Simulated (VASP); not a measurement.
LiBe, 2 atoms in the cell. The typed cell holds 2 atoms: a = 2.811 Å, b = 2.811 Å, c = 2.811 Å, α = 90.00°, β = 90.00°, γ = 90.00°. 

| Quantity | Value |
| --- | --- |
| Program | VASP 6.6.1 |
| Task | single point |
| Functional | LDA |
| Potentials or basis | VASP PAW LDA potentials, release 64 (Be, Li_sv) |
| Cutoff | 750 eV |
| k mesh | 8 × 8 × 8 |
| Occupations | gaussian, width 0.1 eV |
| Spin | no spin polarisation |
| Dipole correction | no |
| Further INCAR settings | ALGO = Normal; EDIFF = 1e-06; NBANDS = 10 |

Potentials or basis: VASP PAW LDA potentials, release 64 (Be, Li_sv).

Run with:

```console
$ cat potpaw_LDA.64/Be/POTCAR potpaw_LDA.64/Li_sv/POTCAR > POTCAR
$ mpirun -np 1 vasp_std > vasp.out
```

Hardware: 1 thread of Intel(R) Xeon(R) 6975P-C (Granite Rapids), on a shared host.

**Question.** Estimate the wall time of this run.

**Answer.** Run time: 25 s on 1 thread of Intel(R) Xeon(R) 6975P-C (Granite Rapids), on a shared host, peak memory 0.2 GiB. Counts: scf iterations 9, k points 260.
